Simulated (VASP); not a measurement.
A run of VASP 6.6.1 is set up as follows.

The input INCAR:

```
SYSTEM = CuPd
  PREC = Accurate
  ENCUT = 520
  EDIFF = 1E-7
  ISMEAR = 1
  SIGMA = 0.1
  LREAL = .False.
  LASPH = .True.
  NELM = 80
  ALGO = Normal
  ISIF = 2
  LWAVE = .False.
  LCHARG = .False.
  GGA = PS
  NBANDS = 18
```

KPOINTS

```
regular mesh
0
Gamma
  12 12 12
  0 0 0
```

File POSCAR:

```
CuPd
1.0
    1.3724024257      0.7923565091      4.2744739325
   -1.3724024257      0.7923565091      4.2744739325
    0.0000000000     -1.5847130183      4.2744739325
Cu Pd
1 1
Direct
    0.0000000000      0.0000000000      0.0000000000
    0.5000000000      0.5000000000      0.5000000000
```

Potentials or basis: VASP PAW PBE potentials, release 64 (Cu, Pd).

Run with:

```console
$ cat potpaw_PBE.64/Cu/POTCAR potpaw_PBE.64/Pd/POTCAR > POTCAR
$ mpirun -np 1 vasp_std > vasp.out
```

Predict the pressure.

-9.7 GPa.

Stress tensor (GPa, compression positive):
```
-10.15   0.00   0.00
  0.00 -10.15   0.00
  0.00   0.00  -8.71
```

Caveat: the PAW data sets were made with another functional, which shifts forces and pressure a little.
